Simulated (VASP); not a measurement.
Crystal: MnS.

```
Mn S
1.0
     0.00000    2.55133    2.55133
     2.55133    0.00000    2.55133
     2.55133    2.55133    0.00000
Mn S
1 1
Direct
  0.00000 0.00000 0.00000
  0.50000 0.50000 0.50000
```

Base run:

```yaml
Program: VASP 6.6.1
Functional: r2SCAN
Dispersion: D4
Potentials_or_basis: VASP PAW PBE potentials, release 64 (Mn_pv, S)
Cutoff: 520 eV
k_mesh: 9 × 9 × 9
Occupations: fermi-dirac, width 0.05 eV
Spin: collinear spin, ferromagnetic start
Starting_moments: "[4.0, 0.0] μB"
```

Its results: pressure 3.8 GPa; net moment 4.88 μB per cell; site moments Mn +4.42; S +0.13 μB.

Question: The run is repeated on the same cell with these changes: functional from r2SCAN to PBE; dispersion from D4 to D3(BJ). What comes out?

Answer: Pressure -3.9 GPa; net moment 4.54 μB per cell; site moments Mn +4.13; S +0.09 μB.

Several settings changed at once.

Caveats: a cell with one magnetic atom can't hold antiferromagnetic order, which such compounds often take; the cell stands under pressure (at least some runs); the PAW data sets were made with another functional, which shifts forces and pressure a little (at least some runs); the cell stands under tension (at least some runs).
